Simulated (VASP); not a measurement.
Set up this calculation in VASP 6.6.1, as the native input.

- Task: single point
- Functional: PBE
- Potentials or basis: VASP PAW PBE potentials, release 64 (Se)
- Cutoff: 500 eV
- k mesh: 1 × 1 × 7
- Occupations: gaussian, width 0.1 eV
- Spin: no spin polarisation
- Hubbard terms: Se p U = 1.7 eV
- Dipole correction: no
- Further INCAR settings: ALGO = Normal; EDIFF = 1e-06; NBANDS = 13; ISYM = 0

The structure of Se lies in POSCAR:

```
Se
1.0
    0.0000000000      3.1255665700      3.1255665700
    3.1255665700      0.0000000000      3.1255665700
    3.1255665700      3.1255665700      0.0000000000
Se
2
Direct
    0.5000000000      0.5000000000      0.5000000000
    0.7500000000      0.7500000000      0.7500000000
```

This isn't the form of Se at room conditions, which is trigonal, of chains.

One way to write it, as run:

INCAR

```
SYSTEM = Se
PREC = Accurate
ENCUT = 500
EDIFF = 1E-6
ISMEAR = 0
SIGMA = 0.1
LREAL = .False.
LASPH = .True.
NELM = 200
ALGO = Normal
ISIF = 2
LWAVE = .False.
LCHARG = .False.
LDAU = .True.
LDAUTYPE = 2
LDAUL = 1
LDAUU = 1.7
LDAUJ = 0
LDAUPRINT = 1
GGA = PE
NBANDS = 13
ISYM = 0
GGA_COMPAT = .False.
```

KPOINTS

```
regular mesh
0
Gamma
  1 1 7
  0 0 0
```

Potentials or basis: VASP PAW PBE potentials, release 64 (Se).

Launch:

```console
$ cat potpaw_PBE.64/Se/POTCAR > POTCAR
$ mpirun -np 1 vasp_std > vasp.out
```

It gave:

| Item | Value |
| --- | --- |
| Pressure | 7.4 GPa |
| Band gap on the k mesh | zero (bands 6 and 7 overlap by 1.15 eV) |

Caveat: the k points lie up to 1.64 Å⁻¹ apart, too coarse for converged energies and pressures of a metal; U without spin polarisation on a metal has little footing.

It took 7.2 s on 1 thread of AMD EPYC 7R43 64-Core Processor (Zen 3) (shared host), peak memory 0.13 GiB.
